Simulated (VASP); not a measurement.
## Na2Bi: single point with PBE

Na2Bi:

```xyz
3
Lattice="5.3313 0.0000 0.0000 -2.6656 4.6170 0.0000 0.0000 0.0000 3.5524" Properties=species:S:1:pos:R:3 pbc="T T T"
Na    2.6656    1.5390    2.3609
Na    0.0000    3.0780    1.1915
Bi    0.0000    0.0000    0.0000
```

- Program: VASP 6.6.1
- Task: single point
- Functional: PBE
- Potentials or basis: VASP PAW PBE potentials, release 64 (Na_pv, Bi_d)
- Cutoff: 520 eV
- k mesh: 12 × 12 × 14
- Occupations: gaussian, width 0.1 eV
- Spin: no spin polarisation

- Pressure: 0.1 GPa
- Band gap on the k mesh: zero (an odd number of electrons rules out a gap without spin polarisation)

Stress tensor (GPa, compression positive):
```
0.18 0.00 0.00
0.00 0.18 0.00
0.00 0.00 0.08
```

Levels at points of the mesh, in eV from the Fermi level:
```csv
k point,band 11,band 12,band 13,band 14,band 15,band 16,band 17,band 18
"(0.00, 0.00, 0.00)",-21.95,-10.71,-1.11,-1.11,-0.34,2.95,2.95,3.08
"(0.50, 0.00, 0.00)",-21.95,-10.53,-3.34,-1.61,0.74,3.43,5.22,5.97
"(0.00, 0.00, 0.50)",-21.95,-9.45,-3.32,0.44,0.44,2.32,3.59,4.99
"(0.50, 0.00, 0.50)",-21.95,-9.33,-2.83,-1.35,-0.02,1.29,3.41,3.87
```

Run time: 2.3 min on 1 thread of Intel(R) Xeon(R) 6975P-C (Granite Rapids) (shared host), peak memory 0.48 GiB.

Caveat: spin-orbit coupling is left out, which moves the levels of the heavy elements.
